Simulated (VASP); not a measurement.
Wanted: the native input for a VASP 6.6.1 run.

```yaml
Task: single point
Functional: LDA
Potentials_or_basis: VASP PAW LDA potentials, release 64 (Sn_d, Se)
Cutoff: 520 eV
k_mesh: 8 × 8 × 8
Occupations: gaussian, width 0.05 eV
Spin: no spin polarisation
Dipole_correction: no
Further_INCAR_settings: ALGO = Normal; EDIFF = 1e-06; NBANDS = 17
```

The structure of SnSe lies in POSCAR:

```
SnSe
1.0
    0.0000000000      2.8595000000      3.0100000000
    2.8595000000      0.0000000000      3.0100000000
    2.8595000000      2.8595000000      0.0000000000
Sn Se
1 1
Direct
    0.0000000000      0.0000000000      0.0000000000
    0.5000000000      0.5000000000      0.5000000000
```

This cell differs from its parent crystal: strain -0.050 along x and y, +0.000 along z.

The input as run:

INCAR

```
SYSTEM = SnSe
PREC = Accurate
ENCUT = 520
EDIFF = 1E-6
ISMEAR = 0
SIGMA = 0.05
LREAL = .False.
LASPH = .True.
NELM = 100
ALGO = Normal
ISIF = 2
LWAVE = .False.
LCHARG = .True.
GGA = CA
LELF = .True.
LVHAR = .True.
NBANDS = 17
```

KPOINTS

```
Automatic mesh
0
Gamma
  8 8 8
  0 0 0
```

Potentials or basis: VASP PAW LDA potentials, release 64 (Sn_d, Se).

Run with:

```sh
$ cat potpaw_LDA.64/Sn_d/POTCAR potpaw_LDA.64/Se/POTCAR > POTCAR
$ mpirun -np 1 vasp_std > vasp.out
```

It gave:

```
Pressure               : 3.1 GPa
Band gap on the k mesh : 0.59 eV, indirect (least direct gap 0.68 eV)
```

Caveat: the cell differs from its parent crystal (strain -0.050 along x and y, +0.000 along z); spin-orbit coupling is left out, which moves the levels of the heavy elements.

Run time: 26 s on 1 thread of Intel(R) Xeon(R) Platinum 8559C (Emerald Rapids), with other jobs on the host, peak memory 0.18 GiB.
